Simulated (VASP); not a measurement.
Wanted: the native input for a VASP 6.6.1 run.

```
Task                   : single point
Functional             : PBE
Potentials or basis    : VASP PAW PBE potentials, release 64 (B, N)
Cutoff                 : 520 eV
k mesh                 : 12 × 12 × 12
Occupations            : gaussian, width 0.05 eV
Spin                   : no spin polarisation
Dipole correction      : no
Further INCAR settings : ALGO = Normal; EDIFF = 1e-06; NBANDS = 11
```

The structure of BN lies in POSCAR:

```
BN
1.0
    0.0000000000      1.8120810260      1.7395977850
    1.7395977850      0.0000000000      1.7395977850
    1.7395977850      1.8120810260      0.0000000000
B N
1 1
Direct
    0.0049666653     -0.0049666653     -0.0049666653
    0.7461669414      0.7538330586      0.7538330586
```

The input as run:

INCAR

```
ALGO     = Normal         # electronic algorithm
EDIFF    = 1E-6           # SCF threshold, eV
ENCUT    = 520            # plane-wave cutoff, eV
GGA      = PE             # functional
ISIF     = 2              # what is computed and relaxed
ISMEAR   = 0              # smearing method
LASPH    = True           # aspherical terms in the spheres
LCHARG   = False          # write CHGCAR
LREAL    = False          # projectors in reciprocal space
LWAVE    = False          # write WAVECAR
NBANDS   = 11             # bands
NELM     = 100            # most SCF steps
PREC     = Accurate       # precision mode
SIGMA    = 0.05           # smearing width, eV
```

KPOINTS

```
k-points
0
Gamma
  12 12 12
```

Potentials or basis: VASP PAW PBE potentials, release 64 (B, N).

Command:

```bash
$ cat potpaw_PBE.64/B/POTCAR potpaw_PBE.64/N/POTCAR > POTCAR
$ mpirun -np 1 vasp_std > vasp.out
```

Results of the run:

```yaml
Pressure: 36.2 GPa
Largest_force: 0.889 eV/Å
Band_gap_on_the_k_mesh: 3.99 eV, indirect (least direct gap 8.68 eV)
```

Wall time 43 s on 1 thread of Intel(R) Xeon(R) Platinum 8259CL CPU @ 2.50GHz (Skylake/Cascade Lake) (shared host), peak memory 0.17 GiB.
